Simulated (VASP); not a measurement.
# NiO (I4/mmm) in VASP: further runs, part 2 of 2

VASP 6.6.1. Earlier steps stand in the parts before.

## (4) Single point, PBE, collinear spin, ferromagnetic start (strain +0.050 along x and y, -0.050 along z)

File INCAR:

```
SYSTEM = NiO
PREC = Accurate
ENCUT = 520
EDIFF = 1E-6
ISMEAR = 0
SIGMA = 0.15
LREAL = .False.
LASPH = .True.
NELM = 150
ALGO = Normal
ISIF = 2
LWAVE = .False.
LCHARG = .False.
ISPIN = 2
MAGMOM = 1.61 0.33
LORBIT = 11
LMAXMIX = 4
GGA = PE
NBANDS = 19
```

File KPOINTS:

```
Automatic mesh
0
Gamma
  20 20 20
  0 0 0
```

File POSCAR:

```
NiO
1.0
    0.0000000000      2.1958755000      1.9867445000
    2.1958755000      0.0000000000      1.9867445000
    2.1958755000      2.1958755000      0.0000000000
Ni O
1 1
Direct
    0.0000000000      0.0000000000      0.0000000000
    0.5000000000      0.5000000000      0.5000000000
```

Potentials or basis: VASP PAW PBE potentials, release 64 (Ni, O).

The run is started by

```bash
$ cat potpaw_PBE.64/Ni/POTCAR potpaw_PBE.64/O/POTCAR > POTCAR
$ mpirun -np 1 vasp_std > vasp.out
```

OUTCAR:

```text
SYSTEM = NiO
   PREC = Accurate
   ENCUT = 520
   EDIFF = 1E-6
   ISMEAR = 0
   LREAL = .False.
   LASPH = .True.
   NELM = 150
   ISIF = 2
   ISPIN = 2
   LORBIT = 11
   GGA = PE

 ion  position               nearest neighbor table
   1  0.000  0.000  0.000-   2 1.99   2 1.99   2 2.20   2 2.20   2 2.20   2 2.20
   2  0.500  0.500  0.500-   1 1.99   1 1.99   1 2.20   1 2.20   1 2.20   1 2.20

  LATTYP: Found a body centered tetragonal cell.
 ALAT       =     3.1054369134
 C/A-ratio  =     1.2795265564

  Lattice vectors:

 A1 = (   0.0000000000,  -2.1958755000,  -1.9867445000)
 A2 = (   0.0000000000,   2.1958755000,  -1.9867445000)
 A3 = (   2.1958755000,   0.0000000000,   1.9867445000)

Analysis of symmetry for initial positions (statically):
=====================================================================
 Subroutine PRICEL returns:
 Original cell was already a primitive cell.

 Routine SETGRP: Setting up the symmetry group for a
 body centered tetragonal supercell.

 Subroutine GETGRP returns: Found 16 space group operations
 (whereof 16 operations were pure point group operations)
 out of a pool of 16 trial point group operations.

The static configuration has the point symmetry D_4h.

Analysis of symmetry for dynamics (positions and initial velocities):
=====================================================================
 Subroutine PRICEL returns:
 Original cell was already a primitive cell.

 Routine SETGRP: Setting up the symmetry group for a
 body centered tetragonal supercell.

 Subroutine GETGRP returns: Found 16 space group operations
 (whereof 16 operations were pure point group operations)
 out of a pool of 16 trial point group operations.

The dynamic configuration has the point symmetry D_4h.

Analysis of structural, dynamic, and magnetic symmetry:
=====================================================================
 Subroutine PRICEL returns:
 Original cell was already a primitive cell.

 Routine SETGRP: Setting up the symmetry group for a
 body centered tetragonal supercell.

 Subroutine GETGRP returns: Found 16 space group operations
 (whereof 16 operations were pure point group operations)
 out of a pool of 16 trial point group operations.

The overall configuration has the point symmetry D_4h.

 Subroutine INISYM returns: Found 16 space group operations
 (whereof 16 operations are pure point group operations),
 and found     1 'primitive' translations

----------------------------------------------------------------------------------------

                                     Primitive cell

  volume of cell :      19.1596

  direct lattice vectors                    reciprocal lattice vectors
     0.000000000  2.195875500  1.986744500    -0.227699612  0.227699612  0.251667993
     2.195875500  0.000000000  1.986744500     0.227699612 -0.227699612  0.251667993
     2.195875500  2.195875500  0.000000000     0.227699612  0.227699612 -0.251667993

  length of vectors
     2.961253606  2.961253606  3.105436913     0.408694269  0.408694269  0.408694269

  position of ions in fractional coordinates (direct lattice)
     0.000000000  0.000000000  0.000000000
     0.500000000  0.500000000  0.500000000

  ion indices of the primitive-cell ions
   primitive index   ion index
                 1           1
                 2           2

[... 68 lines left out ...]
   LASPH  =      T    aspherical Exc in radial PAW
   ENCUT  =  520.0 eV  38.22 Ry    6.18 a.u.   5.51  5.51  5.77*2*pi/ulx,y,z
   NELM   =    150;   NELMIN=  2; NELMDL= -5     # of ELM steps
   EDIFF  = 0.1E-05   stopping-criterion for ELM
   LREAL  =      F    real-space projection
   EDIFFG = 0.1E-04   stopping-criterion for IOM
   NSW    =      0    number of steps for IOM
   IBRION =     -1    ionic relax: 0-MD 1-quasi-New 2-CG
   NFREE  =      0    steps in history (QN), initial steepest desc. (CG)
   ISIF   =      2    stress and relaxation
   ISYM   =      2    0-nonsym 1-usesym 2-fastsym
   POTIM  = 0.5000    time-step for ionic-motion
   TEBEG  =    0.0;   TEEND  =   0.0 temperature during run
   PSTRESS=    0.0 pullay stress
   NELECT =      16.0000    total number of electrons
   NUPDOWN=      -1.0000    fix difference up-down
   EMIN   =  10.00;   EMAX   =-10.00  energy-range for DOS
   EFERMI =   0.00;   METHOD = LEGACY
   ISMEAR =     0;   SIGMA  =   0.15  broadening in eV -4-tet -1-fermi 0-gaus
   EFERMI_NEDOS =   21; number of points for ismear=-14 and -15
   IALGO  =     38    algorithm
   IMIX   =      4    mixing-type and parameters
     AMIX     =   0.40;   BMIX     =  1.00
     AMIX_MAG =   1.60;   BMIX_MAG =  1.00
  volume/ion in A,a.u.               =       9.58        64.65
  Fermi-wavevector in a.u.,A,eV,Ry     =   1.541650  2.913295 32.336743  2.376684
  Thomas-Fermi vector in A             =   2.647566
   LORBIT       =     11    0 simple, 1 ext, 2 COOP (PROOUT), +10 PAW based schemes
   GGA     = PE    functional components
   LHFCALC =     F    Hartree Fock is set to
   AEXX    =    0.0000 exact exchange contribution
   IVDW    =     0    specifies the selected vdW correction
   LEPSILON=     F    determine dielectric tensor
   LRPA    =     F    only Hartree local field effects (RPA)
 spin polarized calculation
 Gauss-broadening in eV      SIGMA  =   0.15
  energy-cutoff  :      520.00
  volume of cell :       19.16
 maximum number of plane-waves:       530
 NGX is ok and might be reduce to    24
   NGX = 11   NGY = 11   NGZ = 11

 number of electron      16.0000012 magnetization       1.6631381

 Free energy of the ion-electron system (eV)
  ---------------------------------------------------
  ext. energy  EPLUGINS =         0.00000000
  ---------------------------------------------------
  free energy    TOTEN  =       -11.44000063 eV

  energy without entropy =      -11.42797535  energy(sigma->0) =      -11.43398799

 E-fermi :   7.1644     XC(G=0): -12.3718

 val. band max:        7.1620322385   @ k =   0.4000   0.2500   0.1500
 cond. band min:       7.1656677185   @ k =   0.3500   0.2000   0.1000
 fundamental gap:      0.0036354800
 Fermi energy:         7.1644480811

 spin component 1

 k-point     1 :       0.0000    0.0000    0.0000
  band No.  band energies     occupation
      1     -12.8191      1.00000
      2       4.0604      1.00000
      3       4.1460      1.00000
      4       4.1639      1.00000
      5       4.4247      1.00000
      6       4.4247      1.00000
[... 517 lines left out ...]
     18      37.2428      0.00000
     19      37.6309      0.00000

 [... further k-points ...]

 spin component 2

 k-point     1 :       0.0000    0.0000    0.0000
  band No.  band energies     occupation
      1     -12.4093      1.00000
      2       4.4408      1.00000
      3       4.9353      1.00000
      4       4.9353      1.00000
      5       5.3386      1.00000
      6       5.3388      1.00000
[... 517 lines left out ...]
     18      37.7192      0.00000
     19      37.8709      0.00000

 [... further k-points ...]

------------------------ aborting loop because EDIFF is reached ----------------------------------------

  FORCE on cell =-STRESS in cart. coord.  units (eV):
  Direction    XX          YY          ZZ          XY          YZ          ZX
  --------------------------------------------------------------------------------------
  -------------------------------------------------------------------------------------
  Total       -0.7397926     -0.7397926      0.6367354      0.0000000     -0.0000000     -0.0000000
  in kB      -61.8633018    -61.8633018     53.2454047      0.0000000     -0.0000000     -0.0000000
  external PRESSURE =     -23.4937330 kB  Pullay stress =       0.0000000 kB

 VOLUME and BASIS-vectors are now :
 -----------------------------------------------------------------------------
  energy-cutoff  :      520.00
  volume of cell :       19.16
      direct lattice vectors                 reciprocal lattice vectors
     0.000000000  2.195875500  1.986744500    -0.227699612  0.227699612  0.251667993
     2.195875500  0.000000000  1.986744500     0.227699612 -0.227699612  0.251667993
     2.195875500  2.195875500  0.000000000     0.227699612  0.227699612 -0.251667993

 POSITION                                       TOTAL-FORCE (eV/Angst)
 -----------------------------------------------------------------------------------
      0.00000      0.00000      0.00000        -0.000000     -0.000000      0.000000
      2.19588      2.19588      1.98674         0.000000      0.000000      0.000000
 -----------------------------------------------------------------------------------
    total drift:                                0.000000     -0.000000     -0.000000

  FREE ENERGIE OF THE ION-ELECTRON SYSTEM (eV)
  ---------------------------------------------------
  free  energy   TOTEN  =       -11.4400006290 eV

  energy  without entropy=      -11.4279753527  energy(sigma->0) =      -11.43398799

 total charge

# of ion       s       p       d       tot
------------------------------------------
    1        0.327   0.382   8.236   8.944
    2        1.559   3.399   0.000   4.958
--------------------------------------------------
tot          1.886   3.780   8.236  13.902

 magnetization (x)

# of ion       s       p       d       tot
------------------------------------------
    1        0.013   0.013   1.349   1.374
    2        0.024   0.224   0.000   0.248
--------------------------------------------------
tot          0.037   0.237   1.349   1.622
```

It took 4.1 min on 1 thread of AMD EPYC 9R45 (Zen 5), shared host; peak memory 0.4 GiB.

What came out:

- Free energy: -11.4400 eV
- Pressure: -2.3 GPa
- Net moment: 1.66 μB per cell
- Site moments: Ni +1.37; O +0.25 μB
- Valence electrons inside the program's atomic spheres: Ni 8.94; O 4.96

Stress tensor (GPa, compression positive):
```
-6.19  0.00  0.00
 0.00 -6.19  0.00
 0.00  0.00  5.32
```

Caveat: the cell differs from its parent crystal (strain +0.050 along x and y, -0.050 along z); a cell with one magnetic atom can't hold antiferromagnetic order, which such compounds often take; semilocal functionals often make such compounds metallic where correlation or magnetic order opens a gap, which also shifts bond lengths.

## (5) Overview

```csv
cell,gap on the mesh (eV),pressure (GPa),moment (μB)
"a = 2.885, b = 2.885, c = 2.958 Å, angles 59.2, 59.2, 61.7°, 2 atoms",none,15.1,1.52
"a = 3.032, b = 3.032, c = 3.105 Å, angles 59.2, 59.2, 61.6°, 2 atoms",none,-11.0,1.85
"a = 2.961, b = 2.961, c = 3.105 Å, angles 58.4, 58.4, 63.2°, 2 atoms",none,-2.3,1.66
```

Alike in all rows: task single point; level PBE; potentials or basis VASP PAW PBE potentials, release 64 (Ni, O); spin collinear, ferromagnetic start; k mesh 20 × 20 × 20; cutoff (eV) 520; smearing gaussian 0.15 eV.

Caveats: a cell with one magnetic atom can't hold antiferromagnetic order, which such compounds often take; semilocal functionals often make such compounds metallic where correlation or magnetic order opens a gap, which also shifts bond lengths; the cell stands under pressure (at least some runs); the cell stands under tension (at least some runs).

Absolute energies hang on the potentials; compare differences alone.
